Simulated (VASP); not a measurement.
A run of VASP 6.6.1:

The input POSCAR:

```
W
1.0
    2.7478335416      0.0000000000      0.0000000000
   -1.3739167708      2.3796936524      0.0000000000
    0.0000000000      0.0000000000     10.2731287841
W
4
Direct
    0.3333333333      0.6666666667      0.3804237275
    0.6666666667      0.3333333333      0.8804237275
    0.6666666667      0.3333333333      0.6195762725
    0.3333333333      0.6666666667      0.1195762725
```

The input INCAR.step1:

```
ALGO = Normal
EDIFF = 1E-4
ENCUT = 520
GGA = PE
ISMEAR = 0
LASPH = T
LCHARG = F
LREAL = F
LWAVE = T
NBANDS = 36
NELM = 100
PREC = Accurate
SIGMA = 0.1
```

File INCAR.step2:

```
ALGO = Normal
EDIFF = 1E-6
ENCUT = 520
ISIF = 2
ISMEAR = 0
ISTART = 1
LASPH = T
LCHARG = T
LELF = T
LMIXTAU = T
LREAL = F
LVHAR = T
LWAVE = F
METAGGA = R2SCAN
NBANDS = 36
NELM = 100
PREC = Accurate
SIGMA = 0.1
```

The input KPOINTS:

```
k-points
0
Gamma
  9 9 2
```

Potentials or basis: VASP PAW PBE potentials, release 64 (W_sv).

Launch:

```sh
$ cat potpaw_PBE.64/W_sv/POTCAR > POTCAR
$ cp INCAR.step1 INCAR
$ mpirun -np 1 vasp_std > vasp.out
$ cp INCAR.step2 INCAR
$ mpirun -np 1 vasp_std > vasp.out
```

Hardware: 1 thread of Intel(R) Xeon(R) Platinum 8488C (Sapphire Rapids), on a shared host.

Question: Estimate the wall time of this run.

Answer: It took 100 s on 1 thread of Intel(R) Xeon(R) Platinum 8488C (Sapphire Rapids) (shared host), peak memory 0.2 GiB. Counts: k points 24.
